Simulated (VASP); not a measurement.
Here is a VASP 6.6.1 calculation.

File INCAR:

```
SYSTEM = Pd3Cl
ALGO = Normal
DIPOL = 0.5 0.5 0.369
EDIFF = 1E-6
ENCUT = 520
GGA = PE
IDIPOL = 3
ISIF = 2
ISMEAR = 0
LASPH = .TRUE.
LCHARG = .FALSE.
LDIPOL = .TRUE.
LREAL = .FALSE.
LWAVE = .FALSE.
NBANDS = 26
NELM = 80
PREC = Accurate
SIGMA = 0.1
```

Contents of KPOINTS:

```
k-points
0
G
  12 12 1
  0 0 0
```

The input POSCAR:

```
Pd3Cl
1.0
    2.7875943961      0.0000000000      0.0000000000
   -1.3937971981      2.4141275625      0.0000000000
    0.0000000000      0.0000000000     20.0521225868
Pd Cl
3 1
Direct
    0.6666666667      0.3333333333      0.1994801290
    0.3333333333      0.6666666667      0.3129873791
    0.0000000000      0.0000000000      0.4264946292
    0.3333333333      0.6666666667      0.5354687343
```

Potentials or basis: VASP PAW PBE potentials, release 64 (Pd, Cl).

Launch:

```bash
$ cat potpaw_PBE.64/Pd/POTCAR potpaw_PBE.64/Cl/POTCAR > POTCAR
$ mpirun -np 1 vasp_std > vasp.out
```

What does it give for the largest force?

0.087 eV/Å.

Forces on the atoms (eV/Å):
```
Pd   0.000  0.000  0.021
Pd   0.000  0.000  0.056
Pd   0.000  0.000 -0.087
Cl   0.000  0.000  0.010
```

Caveat: an odd number of electrons without spin polarisation forces a metal; a magnetic or distorted state may lie lower.
